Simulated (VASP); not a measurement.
**BaSrTi2O6: single point with PBEsol**

The system is BaSrTi2O6.

```
CELL_PARAMETERS angstrom
3.92366 3.91925 -3.97303
-3.92366 3.91925 3.97303
3.92366 -3.91925 3.97303
ATOMIC_POSITIONS crystal
Sr 0.00000 0.99499 0.99499
Sr 0.50000 0.49499 0.99499
Ba 0.00000 0.50110 0.50110
Ba 0.50000 0.00110 0.50110
Ti 0.49914 0.49458 0.49372
Ti 0.50086 0.99458 0.99545
Ti 0.99914 0.99458 0.49372
Ti 0.00086 0.49458 0.99545
O 0.49461 0.26056 0.25517
O 0.50539 0.76056 0.76594
O 0.99461 0.76056 0.25517
O 0.00539 0.26056 0.76594
O 0.25160 0.25938 0.51098
O 0.24840 0.75938 0.00778
O 0.75160 0.75938 0.51098
O 0.74840 0.25938 0.00778
O 0.25000 0.50705 0.25705
O 0.25000 0.01082 0.76082
O 0.75000 0.00705 0.25705
O 0.75000 0.51082 0.76082
```

```
Program             : VASP 6.6.1
Task                : single point
Functional          : PBEsol
Potentials or basis : VASP PAW PBE potentials, release 64 (Sr_sv, Ba_sv, Ti_sv, O)
Cutoff              : 520 eV
k mesh              : 6 × 6 × 6
Occupations         : gaussian, width 0.02 eV
Spin                : no spin polarisation
```

- Pressure: 1.4 GPa
- Largest force: 0.062 eV/Å
- Band gap on the k mesh: 1.81 eV

Forces on the atoms (eV/Å):
```
Sr   0.000  0.000  0.015
Sr   0.000  0.000  0.015
Ba   0.000  0.000  0.030
Ba   0.000  0.000  0.030
Ti  -0.006  0.000  0.032
Ti   0.006  0.000  0.032
Ti  -0.006  0.000  0.032
Ti   0.006  0.000  0.032
O   -0.046  0.000 -0.041
O    0.046  0.000 -0.041
O   -0.046  0.000 -0.041
O    0.046  0.000 -0.041
O    0.007  0.000 -0.007
O   -0.007  0.000 -0.007
O    0.007  0.000 -0.007
O   -0.007  0.000 -0.007
O    0.000  0.000 -0.058
O    0.000  0.000  0.044
O    0.000  0.000 -0.058
O    0.000  0.000  0.044
```

Stress tensor (GPa, compression positive):
```
1.33 0.00 0.00
0.00 1.30 0.00
0.00 0.00 1.43
```

Levels at points of the mesh, in eV from the valence-band top:
```tsv
k point	band 77	band 78	band 79	band 80	band 81	band 82	band 83	band 84
(0.00, 0.00, 0.00)	-0.40	-0.21	-0.21	-0.08	1.81	2.06	2.08	3.73
(0.50, 0.00, 0.00)	-0.64	-0.64	-0.61	-0.61	2.79	2.79	3.01	3.01
(0.00, 0.50, 0.00)	-0.70	-0.70	-0.58	-0.58	2.85	2.85	3.02	3.02
(0.50, 0.50, 0.00)	-0.74	-0.61	-0.59	-0.55	2.80	2.90	3.00	3.07
(0.50, 0.50, 0.50)	-0.73	-0.12	-0.12	0.00	1.97	2.21	2.23	3.68
```

It took 86 min on 1 thread of Oxide Virtual Turin-like Processor, on a shared host, peak memory 0.81 GiB.

Caveat: the PAW data sets were made with another functional, which shifts forces and pressure a little; spin-orbit coupling is left out, which moves the levels of the heavy elements. A k mesh can miss the band edges.
